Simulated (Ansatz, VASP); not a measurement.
# SnTe: VASP beside Ansatz

```
Sn Te
1.0
     0.00000    3.58012    3.58012
     3.58012    0.00000    3.58012
     3.58012    3.58012    0.00000
Sn Te
1 1
Direct
  0.00000 0.00000 0.00000
  0.25000 0.25000 0.25000
```

Alike in both runs: functional r2SCAN; k mesh 12 × 12 × 12; occupations fermi-dirac, width 0.1 eV; no spin polarisation.

Ansatz relaxed the structure, and its values are those at the end. VASP's run is a single point on that final structure, the one shown.

|  | VASP | Ansatz |
| --- | --- | --- |
| version | VASP 6.6.1 | Ansatz 0.2.0 |
| potentials or method | VASP PAW PBE potentials, release 64 (Sn_d, Te) | PAW with Ansatz's default frozen-core files, scalar-relativistic |
| plane-wave cutoff (eV) | 520 | 500 |
| valence electrons in the cell | 20 | 30 |

```tsv
	VASP	Ansatz	Ansatz less VASP
pressure (GPa)	0.0	0.0	+0.01
```

VASP's potentials were made for PBE, not for r2SCAN. With one functional, cell and mesh, what is left measures potentials, basis and numerics. VASP's potentials hold 20 valence electrons a cell and Ansatz's 30, so a difference there can come from the potentials and not from the codes.

Spin-orbit coupling is off throughout.
